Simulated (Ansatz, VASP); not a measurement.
## WS2 in VASP and in Ansatz

Contents of INCAR:

```
SYSTEM = WS2
PREC     = Accurate       ! precision mode
ENCUT    = 520            ! plane-wave cutoff, eV
EDIFF    = 1E-6           ! SCF threshold, eV
ISMEAR   = 0              ! smearing method
SIGMA    = 0.02           ! smearing width, eV
LREAL    = .FALSE.        ! projectors in reciprocal space
LASPH    = .TRUE.         ! aspherical terms in the spheres
NELM     = 100            ! most SCF steps
ALGO     = Normal         ! electronic algorithm
ISIF     = 2              ! what is computed and relaxed
LWAVE    = .FALSE.        ! write WAVECAR
LCHARG   = .FALSE.        ! write CHGCAR
GGA      = PS             ! functional
NBANDS   = 35             ! bands
```

File KPOINTS:

```
Automatic mesh
0
G
  12 12 2
  0 0 0
```

File POSCAR:

```
WS2
1.0
    3.1463183390      0.0000000029      0.0000000000
   -1.5731591720      2.7247916085      0.0000000000
    0.0000000000      0.0000000000     12.7077691426
W S
2 4
Direct
    0.3333333333      0.6666666667      0.2500000000
    0.6666666667      0.3333333333      0.7500000000
    0.3333333333      0.6666666667      0.6266423365
    0.6666666667      0.3333333333      0.1266423365
    0.3333333333      0.6666666667      0.8733576635
    0.6666666667      0.3333333333      0.3733576635
```

Input for Ansatz:

```yaml
crystal:
  lattice:
    - [3.146318339, 2.9e-09, 0.0]
    - [-1.573159172, 2.7247916085, 0.0]
    - [0.0, 0.0, 12.7077691426]
  atoms:
    - { symbol: W, position: [0.3333333333, 0.6666666667, 0.25] }
    - { symbol: W, position: [0.6666666667, 0.3333333333, 0.75] }
    - { symbol: S, position: [0.3333333333, 0.6666666667, 0.6266423365] }
    - { symbol: S, position: [0.6666666667, 0.3333333333, 0.1266423365] }
    - { symbol: S, position: [0.3333333333, 0.6666666667, 0.8733576635] }
    - { symbol: S, position: [0.6666666667, 0.3333333333, 0.3733576635] }
basis: {}
kpoints:
  mp_grid: { grid: [12, 12, 2] }
hamiltonian:
  xc: pbesol
  pseudopotentials: { kind: all_electron, lapw: {} }
scf:
  occupations: { method: gaussian, width: 0.02 }
output:
  forces: true
  stress: true
  eigenvalues: true
```

Alike in both runs: task single point; functional PBEsol; k mesh 12 × 12 × 2; occupations gaussian, width 0.02 eV; no spin polarisation.

|  | VASP | Ansatz |
| --- | --- | --- |
| version | VASP 6.6.1 | Ansatz 0.2.0 |
| potentials or method | VASP PAW PBE potentials, release 64 (W_sv, S), cutoff 520 eV | scalar-relativistic, all-electron LAPW |

Ansatz gave:

- gap on the k mesh at the Fermi level (eV): 1.11
- least direct gap on the mesh (eV): 1.86
- pressure (GPa): 0.0
- rms of the force components (eV/Å): 0.000

Task: Estimate VASP's values.

Result: gap on the k mesh at the Fermi level (eV): 1.12; least direct gap on the mesh (eV): 1.87; pressure (GPa): 0.1; rms of the force components (eV/Å): 0.009.

VASP's potentials were made for PBE, not for PBEsol. Atom by atom the forces differ by 0.009 eV/Å (rms over components). Ansatz ran all-electron here, and VASP with PAW potentials.

Neither program's run includes spin-orbit coupling.
